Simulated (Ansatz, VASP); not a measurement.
## Two plane-wave programs on SnC3

```
CELL_PARAMETERS angstrom
1.53496 0.88621 5.06578
-1.53496 0.88621 5.06578
0.00000 -1.77242 5.06578
ATOMIC_POSITIONS crystal
C 0.01426 0.01426 0.01426
C 0.47755 0.47755 0.47755
C 0.38333 0.38333 0.38333
Sn 0.87486 0.87486 0.87486
```

Alike in both runs: task single point; functional r2SCAN; k mesh 8 × 8 × 8; occupations fermi-dirac, width 0.02 eV; no spin polarisation.

```csv
,VASP,Ansatz
version,VASP 6.6.1,Ansatz 0.2.0
potentials or method,"VASP PAW PBE potentials, release 64 (C, Sn_d)","plane waves, PAW"
plane-wave cutoff (eV),520,500
valence electrons in the cell,26,26
```

|  | VASP | Ansatz | Ansatz less VASP |
| --- | --- | --- | --- |
| pressure (GPa) | 14.1 | 13.7 | -0.45 |
| traceless stress, the component that is largest in VASP (GPa) | 4.28 | 4.30 | +0.019 |
| rms of the force components (eV/Å) | 0.288 | 0.278 | -0.0106 |

VASP's potentials were made for PBE, not for r2SCAN. Atom by atom the forces differ by 0.024 eV/Å (rms over components).
